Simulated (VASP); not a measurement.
# Al in VASP: single point with PBE

Aim: the single point of Al with PBE.

Program: VASP 6.6.1. These are calculated values, not measurements. Logs are shortened: lines on timing, memory, paths and dates and some standing lists are left out, and cuts for length are marked.

### Step 1. The cell of the first run

The cell holds a slab with vacuum, 4 atoms: a = 2.876 Å, b = 2.876 Å, c = 29.979 Å, α = 90.00°, β = 90.00°, γ = 90.00°.

### Step 2. Single point, PBE

File INCAR:

```
SYSTEM = Al
PREC = Accurate
ENCUT = 400
EDIFF = 1E-6
ISMEAR = 1
SIGMA = 0.1
LREAL = .FALSE.
LASPH = .TRUE.
NELM = 120
ALGO = Normal
ISIF = 2
LWAVE = .FALSE.
LCHARG = .FALSE.
LDIPOL = .TRUE.
IDIPOL = 3
DIPOL = 0.5 0.5 0.739
GGA = PE
NBANDS = 14
GGA_COMPAT = .FALSE.
NELMDL = -8
```

File KPOINTS:

```
regular mesh
0
G
  12 12 1
  0 0 0
```

File POSCAR:

```
Al
1.0
    2.8758975697      0.0000000000      0.0000000000
    0.0000000000      2.8758975697      0.0000000000
    0.0000000000      0.0000000000     29.9790420115
Al
4
Direct
    0.0000000000      0.0000000000      0.6377515088
    0.5000000000      0.5000000000      0.7055948532
    0.0000000000      0.0000000000      0.7719889424
    0.5000000000      0.5000000000      0.8397116461
```

Potentials or basis: VASP PAW PBE potentials, release 64 (Al).

On the command line:

```console
$ cat potpaw_PBE.64/Al/POTCAR > POTCAR
$ mpirun -np 1 vasp_std > vasp.out
```

OUTCAR:

```text
SYSTEM = Al
   PREC = Accurate
   ENCUT = 400
   EDIFF = 1E-6
   ISMEAR = 1
   LREAL = .FALSE.
   LASPH = .TRUE.
   NELM = 120
   ISIF = 2
   GGA = PE
   NELMDL = -8

 ion  position               nearest neighbor table
   1  0.000  0.000  0.638-   2 2.88   2 2.88   2 2.88   2 2.88
   2  0.500  0.500  0.706-   3 2.85   3 2.85   3 2.85   3 2.85   1 2.88   1 2.88   1 2.88   1 2.88

   3  0.000  0.000  0.772-   2 2.85   2 2.85   2 2.85   2 2.85   4 2.87   4 2.87   4 2.87   4 2.87

   4  0.500  0.500  0.840-   3 2.87   3 2.87   3 2.87   3 2.87

  LATTYP: Found a simple tetragonal cell.
 ALAT       =     2.8758975697
 C/A-ratio  =    10.4242384455

  Lattice vectors:

 A1 = (   2.8758975697,   0.0000000000,   0.0000000000)
 A2 = (   0.0000000000,   2.8758975697,   0.0000000000)
 A3 = (   0.0000000000,   0.0000000000,  29.9790420115)

Analysis of symmetry for initial positions (statically):
=====================================================================
 Subroutine PRICEL returns:
 Original cell was already a primitive cell.

 Routine SETGRP: Setting up the symmetry group for a
 simple tetragonal supercell.

 Subroutine GETGRP returns: Found  8 space group operations
 (whereof  8 operations were pure point group operations)
 out of a pool of 16 trial point group operations.

The static configuration has the point symmetry C_4v.

Analysis of symmetry for dynamics (positions and initial velocities):
=====================================================================
 Subroutine PRICEL returns:
 Original cell was already a primitive cell.

 Routine SETGRP: Setting up the symmetry group for a
 simple tetragonal supercell.

 Subroutine GETGRP returns: Found  8 space group operations
 (whereof  8 operations were pure point group operations)
 out of a pool of 16 trial point group operations.

The dynamic configuration has the point symmetry C_4v.

 Subroutine INISYM returns: Found  8 space group operations
 (whereof  8 operations are pure point group operations),
 and found     1 'primitive' translations

----------------------------------------------------------------------------------------

                                     Primitive cell

  volume of cell :     247.9503

  direct lattice vectors                    reciprocal lattice vectors
[... 108 lines left out ...]
   IALGO  =     38    algorithm
   IMIX   =      4    mixing-type and parameters
     AMIX     =   0.40;   BMIX     =  1.00
     AMIX_MAG =   1.60;   BMIX_MAG =  1.00
  volume/ion in A,a.u.               =      61.99       418.31
  Fermi-wavevector in a.u.,A,eV,Ry     =   0.596596  1.127403  4.842679  0.355927
  Thomas-Fermi vector in A             =   1.647002
   LORBIT       =      0    0 simple, 1 ext, 2 COOP (PROOUT), +10 PAW based schemes
   GGA     = PE    functional components
   LHFCALC =     F    Hartree Fock is set to
   AEXX    =    0.0000 exact exchange contribution
   IVDW    =     0    specifies the selected vdW correction
   LEPSILON=     F    determine dielectric tensor
   LRPA    =     F    only Hartree local field effects (RPA)
 non-spin polarized calculation
 Methfessel and Paxton  Order N= 1 SIGMA  =   0.10
  energy-cutoff  :      400.00
  volume of cell :      247.95
 maximum number of plane-waves:      4557
 NGX is ok and might be reduce to    20
   NGX =  9   NGY =  9   NGZ = 97

 dipolmoment           0.000000      0.000000     -0.000401 electrons x Angstroem

 number of electron      12.0000000 magnetization

 dipolmoment           0.000000      0.000000      0.000057 electrons x Angstroem

 Free energy of the ion-electron system (eV)
  ---------------------------------------------------
  ext. energy  EPLUGINS =         0.00000000
  ---------------------------------------------------
  free energy    TOTEN  =       -13.99729908 eV

  energy without entropy =      -13.99436013  energy(sigma->0) =      -13.99631943

 E-fermi :  -0.9310     XC(G=0):  -3.4089

 val. band max:       -1.0207243945   @ k =   0.3333   0.0000   0.0000
 cond. band min:      -0.9153671964   @ k =   0.4167   0.2500   0.0000
 fundamental gap:      0.1053571981
 Fermi energy:        -0.9310294034

 k-point     1 :       0.0000    0.0000    0.0000
  band No.  band energies     occupation
      1     -11.5353      2.00000
      2     -10.1338      2.00000
      3      -8.0212      2.00000
      4      -5.1813      2.00000
      5      -2.8655      2.00000
      6       0.5809     -0.00000
      7       2.4967      0.00000
      8       3.2498      0.00000
      9       3.3868      0.00000
     10       4.1235      0.00000
     11       4.2207      0.00000
     12       4.6894      0.00000
     13       4.9063      0.00000
     14       4.9063      0.00000
[... 377 lines left out ...]
      1      -6.5481      2.00000
      2      -5.1872      2.00000
      3      -3.7742      2.00000
      4      -3.1335      2.00000
      5      -2.4436      2.00000
      6      -0.7045     -0.00619
      7      -0.5428     -0.00000
      8      -0.1773     -0.00000
      9       0.6816     -0.00000
     10       1.6825      0.00000
     11       2.0904      0.00000
     12       2.5148      0.00000
     13       2.7474      0.00000
     14       3.3529      0.00000

 [... further k-points ...]

------------------------ aborting loop because EDIFF is reached ----------------------------------------

 vacuum level on the upper side and lower side of the slab       (xc-potential included)        -0.025        -0.026

  FORCE on cell =-STRESS in cart. coord.  units (eV):
  Direction    XX          YY          ZZ          XY          YZ          ZX
  --------------------------------------------------------------------------------------
  -------------------------------------------------------------------------------------
  Total       -1.7517657     -1.7517657     -0.1380410      0.0000000     -0.0000000      0.0000000
  in kB      -11.3193640    -11.3193640     -0.8919779      0.0000000     -0.0000000      0.0000000
  external PRESSURE =      -7.8435686 kB  Pullay stress =       0.0000000 kB

 VOLUME and BASIS-vectors are now :
 -----------------------------------------------------------------------------
  energy-cutoff  :      400.00
  volume of cell :      247.95
      direct lattice vectors                 reciprocal lattice vectors
     2.875897570  0.000000000  0.000000000     0.347717530  0.000000000  0.000000000
     0.000000000  2.875897570  0.000000000     0.000000000  0.347717530  0.000000000
     0.000000000  0.000000000 29.979042011     0.000000000  0.000000000  0.033356636

 POSITION                                       TOTAL-FORCE (eV/Angst)
 -----------------------------------------------------------------------------------
      0.00000      0.00000     19.11918         0.000000     -0.000000      0.024749
      1.43795      1.43795     21.15306         0.000000      0.000000     -0.003126
      0.00000      0.00000     23.14349         0.000000      0.000000     -0.004377
      1.43795      1.43795     25.17375         0.000000     -0.000000     -0.017246
 -----------------------------------------------------------------------------------
    total drift:                                0.000000     -0.000000     -0.000016

  FREE ENERGIE OF THE ION-ELECTRON SYSTEM (eV)
  ---------------------------------------------------
  free  energy   TOTEN  =       -13.9972990803 eV

  energy  without entropy=      -13.9943601327  energy(sigma->0) =      -13.99631943

 vacuum level on the upper side and lower side of the slab         3.249         3.249
```

stdout:

```text
POSCAR found type information on POSCAR Al
 POSCAR found :  1 types and       4 ions
 scaLAPACK will be used
 LDA part: xc-table for (Slater+PW92), standard interpolation
 POSCAR, INCAR and KPOINTS ok, starting setup
 FFT: planning ... GRIDC
 FFT: planning ... GRID_SOFT
 FFT: planning ... GRID
 WAVECAR not read
 entering main loop
```

It took 2.7 min on 1 thread of Intel Xeon Platinum 8259CL at 2.50GHz (Skylake/Cascade Lake), shared host; peak memory 0.28 GiB.

Results:

| Quantity | Value |
| --- | --- |
| Free energy | -13.9973 eV |
| Largest force | 0.025 eV/Å |
| Band gap on the k mesh | zero (band 6 reaches 0.80 eV, above the bottom of band 7 at -1.92 eV) |

Forces on the atoms (eV/Å):
```
Al   0.000  0.000  0.025
Al   0.000  0.000 -0.003
Al   0.000  0.000 -0.004
Al   0.000  0.000 -0.017
```
